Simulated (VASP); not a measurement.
AgCl: single point with PBE

Crystal: AgCl.

```
Ag Cl
1.0
     3.36529    0.00000    0.00000
     0.00000    3.36529    0.00000
     0.00000    0.00000    3.43397
Ag Cl
1 1
Direct
  0.00000 0.00000 0.00000
  0.50000 0.50000 0.50000
```

This cell differs from its parent crystal: equal xx and yy strain of -2 %.

```yaml
Program: VASP 6.6.1
Task: single point
Functional: PBE
Potentials_or_basis: VASP PAW PBE potentials, release 64 (Ag, Cl)
Cutoff: 520 eV
k_mesh: 9 × 9 × 9
Occupations: fermi-dirac, width 0.01 eV
Spin: no spin polarisation
```

```
Pressure               : 1.8 GPa
Band gap on the k mesh : 0.60 eV (least direct gap 2.15 eV)
```

Stress tensor (GPa, compression positive):
```
2.18 0.00 0.00
0.00 2.18 0.00
0.00 0.00 1.16
```

Levels at points of the mesh, in eV from the valence-band top:
```csv
k point,band 7,band 8,band 9,band 10,band 11,band 12
"(0.00, 0.00, 0.00)",-1.75,-1.55,-1.55,0.60,9.34,9.47
```

It took 25 s on 1 thread of Intel(R) Xeon(R) Platinum 8488C (Sapphire Rapids), with other jobs on the host, peak memory 0.18 GiB.

Caveat: the cell differs from its parent crystal (equal xx and yy strain of -2 %); semilocal functionals underestimate gaps, and a narrow one can read as zero. A k mesh can miss the band edges.
